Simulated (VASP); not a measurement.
A run of VASP 6.6.1:

Contents of INCAR:

```
SYSTEM = Al
  PREC = Accurate
  ENCUT = 500
  EDIFF = 1E-6
  ISMEAR = 0
  SIGMA = 0.1
  LREAL = .False.
  LASPH = .True.
  NELM = 120
  ALGO = Normal
  ISIF = 2
  LWAVE = .False.
  LCHARG = .False.
  GGA = PS
  NBANDS = 8
  GGA_COMPAT = .False.
```

Contents of KPOINTS:

```
regular mesh
0
Gamma
  18 18 18
  0 0 0
```

POSCAR

```
Al
1.0
    0.0000000000      2.0073809534      2.0073809534
    2.0073809534      0.0000000000      2.0073809534
    2.0073809534      2.0073809534      0.0000000000
Al
1
Direct
    0.0000000000      0.0000000000      0.0000000000
```

Potentials or basis: VASP PAW PBE potentials, release 64 (Al).

Command:

```sh
$ cat potpaw_PBE.64/Al/POTCAR > POTCAR
$ mpirun -np 1 vasp_std > vasp.out
```

Hardware: 1 thread of Intel(R) Xeon(R) Platinum 8259CL CPU @ 2.50GHz (Skylake/Cascade Lake) (shared host).

Problem. Estimate the wall time of this run.

Solution. It took 10 s on 1 thread of Intel(R) Xeon(R) Platinum 8259CL CPU @ 2.50GHz (Skylake/Cascade Lake), with other jobs on the host, peak memory 0.14 GiB. Counts: scf iterations 9, k points 195.
